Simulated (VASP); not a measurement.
# TiO2 (P4_2/mnm) in VASP: a series of runs, part 2 of 2

VASP 6.6.1. Earlier steps stand in the parts before.

**5. Single point, PBEsol (volume scaled by 1.04)**

INCAR

```
SYSTEM = TiO2
ALGO = Normal
EDIFF = 1E-6
ENCUT = 520
GGA = PS
ISIF = 2
ISMEAR = -1
LASPH = .True.
LCHARG = .False.
LREAL = .False.
LWAVE = .False.
NBANDS = 33
NELM = 80
PREC = Accurate
SIGMA = 0.05
```

KPOINTS

```
k-points
0
Gamma
  6 6 9
  0 0 0
```

POSCAR

```
TiO2
1.0
    4.6603684408      0.0000000000      0.0000000000
    0.0000000000      4.6603684408      0.0000000000
    0.0000000000      0.0000000000      2.9981550462
Ti O
2 4
Direct
    0.0000000000      0.0000000000      0.5000000000
    0.5000000000      0.5000000000      0.0000000000
    0.3043213200      0.3043213200      0.5000000000
    0.1956786800      0.8043213200      0.0000000000
    0.8043213200      0.1956786800      0.0000000000
    0.6956786800      0.6956786800      0.5000000000
```

Potentials or basis: VASP PAW PBE potentials, release 64 (Ti_sv, O).

Run with:

```
cat potpaw_PBE.64/Ti_sv/POTCAR potpaw_PBE.64/O/POTCAR > POTCAR
mpirun -np 1 vasp_std > vasp.out
```

OUTCAR:

```text
SYSTEM = TiO2
   EDIFF = 1E-6
   ENCUT = 520
   GGA = PS
   ISIF = 2
   ISMEAR = -1
   LASPH = .True.
   LREAL = .False.
   NELM = 80
   PREC = Accurate

 ion  position               nearest neighbor table
   1  0.000  0.000  0.500-   4 1.98   5 1.98   4 1.98   5 1.98   3 2.01   6 2.01
   2  0.500  0.500  0.000-   3 1.98   6 1.98   3 1.98   6 1.98   5 2.01   4 2.01
   3  0.304  0.304  0.500-   2 1.98   2 1.98   1 2.01
   4  0.196  0.804  0.000-   1 1.98   1 1.98   2 2.01
   5  0.804  0.196  0.000-   1 1.98   1 1.98   2 2.01
   6  0.696  0.696  0.500-   2 1.98   2 1.98   1 2.01

  LATTYP: Found a simple tetragonal cell.
 ALAT       =     4.6603684408
 C/A-ratio  =     0.6433300466

  Lattice vectors:

 A1 = (   4.6603684408,   0.0000000000,   0.0000000000)
 A2 = (   0.0000000000,   4.6603684408,   0.0000000000)
 A3 = (   0.0000000000,   0.0000000000,   2.9981550462)

Analysis of symmetry for initial positions (statically):
=====================================================================
 Subroutine PRICEL returns:
 Original cell was already a primitive cell.

 Routine SETGRP: Setting up the symmetry group for a
 simple tetragonal supercell.

 Subroutine GETGRP returns: Found 16 space group operations
 (whereof  8 operations were pure point group operations)
 out of a pool of 16 trial point group operations.

The static configuration has the point symmetry D_2h.
 The point group associated with its full space group is D_4h.

Analysis of symmetry for dynamics (positions and initial velocities):
=====================================================================
 Subroutine PRICEL returns:
 Original cell was already a primitive cell.

 Routine SETGRP: Setting up the symmetry group for a
 simple tetragonal supercell.

 Subroutine GETGRP returns: Found 16 space group operations
 (whereof  8 operations were pure point group operations)
 out of a pool of 16 trial point group operations.

The dynamic configuration has the point symmetry D_2h.
 The point group associated with its full space group is D_4h.

 Subroutine INISYM returns: Found 16 space group operations
 (whereof  8 operations are pure point group operations),
 and found     1 'primitive' translations

----------------------------------------------------------------------------------------

                                     Primitive cell

  volume of cell :      65.1170

  direct lattice vectors                    reciprocal lattice vectors
     4.660368441  0.000000000  0.000000000     0.214575309  0.000000000  0.000000000
     0.000000000  4.660368441  0.000000000     0.000000000  0.214575309  0.000000000
     0.000000000  0.000000000  2.998155046     0.000000000  0.000000000  0.333538454

  length of vectors
     4.660368441  4.660368441  2.998155046     0.214575309  0.214575309  0.333538454

  position of ions in fractional coordinates (direct lattice)
     0.000000000  0.000000000  0.500000000
     0.500000000  0.500000000  0.000000000
     0.304321320  0.304321320  0.500000000
     0.195678680  0.804321320  0.000000000
     0.804321320  0.195678680  0.000000000
     0.695678680  0.695678680  0.500000000

  ion indices of the primitive-cell ions
   primitive index   ion index
                 1           1
[... 25 lines left out ...]
     0.000000000  0.000000000  0.000000000

 Subroutine IBZKPT returns following result:
 ===========================================

 Found     50 irreducible k-points:

 Following reciprocal coordinates:
            Coordinates               Weight
  0.000000  0.000000  0.000000      1.000000
  0.166667  0.000000  0.000000      4.000000
  0.333333  0.000000  0.000000      4.000000
  0.500000  0.000000  0.000000      2.000000
  0.166667  0.166667  0.000000      4.000000
  0.333333  0.166667  0.000000      8.000000
[... 16 lines left out ...]
  0.333333  0.000000  0.222222      8.000000
  0.500000  0.000000  0.222222      4.000000
 [... further k-points ...]
   k-points           NKPTS =     50   k-points in BZ     NKDIM =     50   number of bands    NBANDS=     33
   number of dos      NEDOS =    301   number of ions     NIONS =      6
   total plane-waves  NPLWV =  31104
   dimension x,y,z NGX =    36 NGY =   36 NGZ =   24
   dimension x,y,z NGXF=    72 NGYF=   72 NGZF=   48
   ions per type =               2   4
   NGX,Y,Z   is equivalent  to a cutoff of  12.84, 12.84, 13.31 a.u.
   NGXF,Y,Z  is equivalent  to a cutoff of  25.68, 25.68, 26.62 a.u.
 SYSTEM =  TiO2
   PREC   = accura    normal or accurate (medium, high low for compatibility)
   ISTART =      0    job   : 0-new  1-cont  2-samecut
   ICHARG =      2    charge: 1-file 2-atom 10-const
   ISPIN  =      1    spin polarized calculation?
   LNONCOLLINEAR =      F non collinear calculations
   LSORBIT =      F    spin-orbit coupling
   LASPH  =      T    aspherical Exc in radial PAW
   ENCUT  =  520.0 eV  38.22 Ry    6.18 a.u.   8.67  8.67  5.57*2*pi/ulx,y,z
   NELM   =     80;   NELMIN=  2; NELMDL= -5     # of ELM steps
   EDIFF  = 0.1E-05   stopping-criterion for ELM
   LREAL  =      F    real-space projection
   EDIFFG = 0.1E-04   stopping-criterion for IOM
   NSW    =      0    number of steps for IOM
   IBRION =     -1    ionic relax: 0-MD 1-quasi-New 2-CG
   NFREE  =      0    steps in history (QN), initial steepest desc. (CG)
   ISIF   =      2    stress and relaxation
   ISYM   =      2    0-nonsym 1-usesym 2-fastsym
   POTIM  = 0.5000    time-step for ionic-motion
   TEBEG  =    0.0;   TEEND  =   0.0 temperature during run
   PSTRESS=    0.0 pullay stress
   NELECT =      48.0000    total number of electrons
   NUPDOWN=      -1.0000    fix difference up-down
   EMIN   =  10.00;   EMAX   =-10.00  energy-range for DOS
   EFERMI =   0.00;   METHOD = LEGACY
   ISMEAR =    -1;   SIGMA  =   0.05  broadening in eV -4-tet -1-fermi 0-gaus
   EFERMI_NEDOS =   21; number of points for ismear=-14 and -15
   IALGO  =     38    algorithm
   IMIX   =      4    mixing-type and parameters
     AMIX     =   0.40;   BMIX     =  1.00
     AMIX_MAG =   1.60;   BMIX_MAG =  1.00
  volume/ion in A,a.u.               =      10.85        73.24
  Fermi-wavevector in a.u.,A,eV,Ry     =   1.478849  2.794619 29.755848  2.186993
  Thomas-Fermi vector in A             =   2.593079
   LORBIT       =      0    0 simple, 1 ext, 2 COOP (PROOUT), +10 PAW based schemes
   GGA     = PS    functional components
   LHFCALC =     F    Hartree Fock is set to
   AEXX    =    0.0000 exact exchange contribution
   IVDW    =     0    specifies the selected vdW correction
   LEPSILON=     F    determine dielectric tensor
   LRPA    =     F    only Hartree local field effects (RPA)
 non-spin polarized calculation
  energy-cutoff  :      520.00
  volume of cell :       65.12
 maximum number of plane-waves:      1787
 NGX is ok and might be reduce to    36
   NGX = 17   NGY = 17   NGZ = 11

 number of electron      48.0000015 magnetization

 Free energy of the ion-electron system (eV)
  ---------------------------------------------------
  ext. energy  EPLUGINS =         0.00000000
  ---------------------------------------------------
  free energy    TOTEN  =       -55.99725822 eV

  energy without entropy =      -55.99725822  energy(sigma->0) =      -55.99725822

 E-fermi :   5.1427     XC(G=0): -11.4779

 val. band max:        4.3165982598   @ k =   0.0000   0.0000   0.0000
 cond. band min:       6.0267622584   @ k =   0.0000   0.0000   0.0000
 fundamental gap:      1.7101639985
 Fermi energy:         5.1427028171

 k-point     1 :       0.0000    0.0000    0.0000
  band No.  band energies     occupation
      1     -52.5038      2.00000
      2     -52.4897      2.00000
      3     -28.8845      2.00000
      4     -28.8845      2.00000
      5     -28.7435      2.00000
      6     -28.7435      2.00000
[... 853 lines left out ...]
     32       9.2271      0.00000
     33      10.5196      0.00000

 [... further k-points ...]
[... 5 lines left out ...]
  --------------------------------------------------------------------------------------
  -------------------------------------------------------------------------------------
  Total       -3.8150621     -3.8150621     -5.3807757     -0.0000000      0.0000000      0.0000000
  in kB      -93.8680087    -93.8680087   -132.3917373     -0.0000000      0.0000000      0.0000000
  external PRESSURE =    -106.7092515 kB  Pullay stress =       0.0000000 kB

 VOLUME and BASIS-vectors are now :
 -----------------------------------------------------------------------------
  energy-cutoff  :      520.00
  volume of cell :       65.12
      direct lattice vectors                 reciprocal lattice vectors
     4.660368441  0.000000000  0.000000000     0.214575309  0.000000000  0.000000000
     0.000000000  4.660368441  0.000000000     0.000000000  0.214575309  0.000000000
     0.000000000  0.000000000  2.998155046     0.000000000  0.000000000  0.333538454

 POSITION                                       TOTAL-FORCE (eV/Angst)
 -----------------------------------------------------------------------------------
      0.00000      0.00000      1.49908         0.000000      0.000000     -0.000000
      2.33018      2.33018      0.00000         0.000000      0.000000     -0.000000
      1.41825      1.41825      1.49908         0.156415      0.156415      0.000000
      0.91193      3.74843      0.00000        -0.156415      0.156415     -0.000000
      3.74843      0.91193      0.00000         0.156415     -0.156415     -0.000000
      3.24212      3.24212      1.49908        -0.156415     -0.156415     -0.000000
 -----------------------------------------------------------------------------------
    total drift:                                0.000000      0.000000      0.000000

  FREE ENERGIE OF THE ION-ELECTRON SYSTEM (eV)
  ---------------------------------------------------
  free  energy   TOTEN  =       -55.9972582184 eV

  energy  without entropy=      -55.9972582164  energy(sigma->0) =      -55.99725822
```

OSZICAR:

```text
N       E                     dE             d eps       ncg     rms          rms(c)
DAV:   1     0.657403799774E+03    0.65740E+03   -0.24228E+04  3300   0.171E+03
DAV:   2     0.311477683874E+02   -0.62626E+03   -0.58108E+03  3598   0.517E+02
DAV:   3    -0.669214412102E+02   -0.98069E+02   -0.96181E+02  4576   0.191E+02
DAV:   4    -0.726931859105E+02   -0.57717E+01   -0.57586E+01  4787   0.440E+01
DAV:   5    -0.729570005332E+02   -0.26381E+00   -0.26378E+00  4428   0.738E+00    0.298E+01
DAV:   6    -0.566446639512E+02    0.16312E+02   -0.73568E+01  4367   0.856E+01    0.117E+01
DAV:   7    -0.564071887653E+02    0.23748E+00   -0.13845E+01  4209   0.331E+01    0.883E+00
DAV:   8    -0.562173148004E+02    0.18987E+00   -0.48360E-01  3948   0.557E+00    0.680E+00
DAV:   9    -0.561229456408E+02    0.94369E-01   -0.12450E+00  4326   0.128E+01    0.332E+00
DAV:  10    -0.560126052046E+02    0.11034E+00   -0.67537E-01  4190   0.739E+00    0.108E+00
DAV:  11    -0.559985691315E+02    0.14036E-01   -0.51075E-02  3980   0.161E+00    0.513E-01
DAV:  12    -0.559986009936E+02   -0.31862E-04   -0.85575E-03  3859   0.109E+00    0.289E-01
DAV:  13    -0.559973726537E+02    0.12283E-02   -0.22464E-03  4442   0.420E-01    0.885E-02
DAV:  14    -0.559972756773E+02    0.96976E-04   -0.23405E-04  4488   0.143E-01    0.411E-02
DAV:  15    -0.559972590028E+02    0.16674E-04   -0.99514E-05  4355   0.681E-02    0.137E-02
DAV:  16    -0.559972582184E+02    0.78442E-06   -0.91236E-06  4394   0.240E-02
   1 F= -.55997258E+02 E0= -.55997258E+02  d E =-.203467E-08
```

stdout:

```text
POSCAR found type information on POSCAR TiO
 POSCAR found :  2 types and       6 ions
 scaLAPACK will be used
 -----------------------------------------------------------------------------
|                                                                             |
|                                                                             |
|     You enforced a specific xc type in the INCAR file but a different       |
|     I HOPE YOU KNOW WHAT YOU ARE DOING!                                     |
|                                                                             |
 -----------------------------------------------------------------------------

 LDA part: xc-table for (Slater+PW92), standard interpolation
 POSCAR, INCAR and KPOINTS ok, starting setup
 FFT: planning ... GRIDC
 FFT: planning ... GRID_SOFT
 FFT: planning ... GRID
 WAVECAR not read
 entering main loop
```

Run time: 3.3 min. Hardware: 1 thread of AMD EPYC 7R43 (Zen 3), shared host; peak memory 0.19 GiB.

What came out:

```yaml
Free_energy: -55.9973 eV
Pressure: -10.7 GPa
Largest_force: 0.221 eV/Å
Band_gap_on_the_k_mesh: 1.71 eV, direct
```

Forces in eV/Å, atoms in the order of the input:
```
Ti   0.000  0.000  0.000
Ti   0.000  0.000  0.000
O    0.156  0.156  0.000
O   -0.156  0.156  0.000
O    0.156 -0.156  0.000
O   -0.156 -0.156  0.000
```

Stress tensor (GPa, compression positive):
```
 -9.39   0.00   0.00
  0.00  -9.39   0.00
  0.00   0.00 -13.24
```

Caveat: the PAW data sets were made with another functional, which shifts forces and pressure a little.

**6. Single point, PBEsol (volume scaled by 1.06)**

INCAR

```
PREC = Accurate ; ENCUT = 520
EDIFF = 1E-6 ; ISMEAR = -1
SIGMA = 0.05 ; LREAL = False
LASPH = True ; NELM = 100
ALGO = Normal ; ISIF = 2
LWAVE = False ; LCHARG = False
GGA = PS ; NBANDS = 33
```

KPOINTS

```
Automatic mesh
0
Gamma
  6 6 9
```

POSCAR: that of step 5 with these lines changed.

```diff
@@ -2,5 +2,5 @@
 1.0
-    4.6603684408      0.0000000000      0.0000000000
-    0.0000000000      4.6603684408      0.0000000000
-    0.0000000000      0.0000000000      2.9981550462
+    4.6900531165      0.0000000000      0.0000000000
+    0.0000000000      4.6900531165      0.0000000000
+    0.0000000000      0.0000000000      3.0172520901
 Ti O
```

Potentials or basis: VASP PAW PBE potentials, release 64 (Ti_sv, O).

Run with:

```
cat potpaw_PBE.64/Ti_sv/POTCAR potpaw_PBE.64/O/POTCAR > POTCAR
mpirun -np 1 vasp_std > vasp.out
```

Wall time 3.4 min (1 thread of AMD EPYC 7R43 (Zen 3), shared host); peak memory 0.19 GiB.

Results (log left out):

| Quantity | Value |
| --- | --- |
| Free energy | -55.9019 eV |
| Pressure | -14.2 GPa |
| Largest force | 0.300 eV/Å |
| Band gap on the k mesh | 1.67 eV, direct |

Forces in eV/Å, atoms in the order of the input:
```
Ti   0.000  0.000  0.000
Ti   0.000  0.000  0.000
O    0.212  0.212  0.000
O   -0.212  0.212  0.000
O    0.212 -0.212  0.000
O   -0.212 -0.212  0.000
```

Stress tensor (GPa, compression positive):
```
-12.66   0.00   0.00
  0.00 -12.66   0.00
  0.00   0.00 -17.41
```

Levels at points of the mesh, in eV from the valence-band top:
| k point | band 21 | band 22 | band 23 | band 24 | band 25 | band 26 | band 27 | band 28 |
| --- | --- | --- | --- | --- | --- | --- | --- | --- |
| (0.00, 0.00, 0.00) | -0.72 | -0.45 | -0.45 | 0.00 | 1.67 | 1.91 | 2.17 | 2.25 |
| (0.50, 0.00, 0.00) | -1.61 | -1.61 | -0.71 | -0.71 | 2.26 | 2.26 | 2.73 | 2.73 |
| (0.50, 0.50, 0.00) | -1.31 | -1.31 | -1.08 | -1.08 | 1.69 | 1.69 | 2.27 | 2.27 |

Caveat: the PAW data sets were made with another functional, which shifts forces and pressure a little. A k mesh can miss the band edges.

**7. Overview**

| cell | gap on the mesh (eV) | pressure (GPa) | largest force (eV/Å) |
| --- | --- | --- | --- |
| a = 4.538, b = 4.538, c = 2.919 Å, 6 atoms | 1.90 | 8.4 | 0.16 |
| a = 4.569, b = 4.569, c = 2.939 Å, 6 atoms | 1.85 | 2.8 | 0.05 |
| a = 4.630, b = 4.630, c = 2.979 Å, 6 atoms | 1.76 | -6.6 | 0.14 |
| a = 4.660, b = 4.660, c = 2.998 Å, 6 atoms | 1.71 | -10.7 | 0.22 |
| a = 4.690, b = 4.690, c = 3.017 Å, 6 atoms | 1.67 | -14.2 | 0.30 |

Alike in all rows: task single point; level PBEsol; potentials or basis VASP PAW PBE potentials, release 64 (Ti_sv, O); no spin polarisation; k mesh 6 × 6 × 9; cutoff (eV) 520; smearing fermi-dirac 0.05 eV.

Caveats: the PAW data sets were made with another functional, which shifts forces and pressure a little.

Total energies depend on the potentials used, so only differences within one code and one set of settings carry meaning.
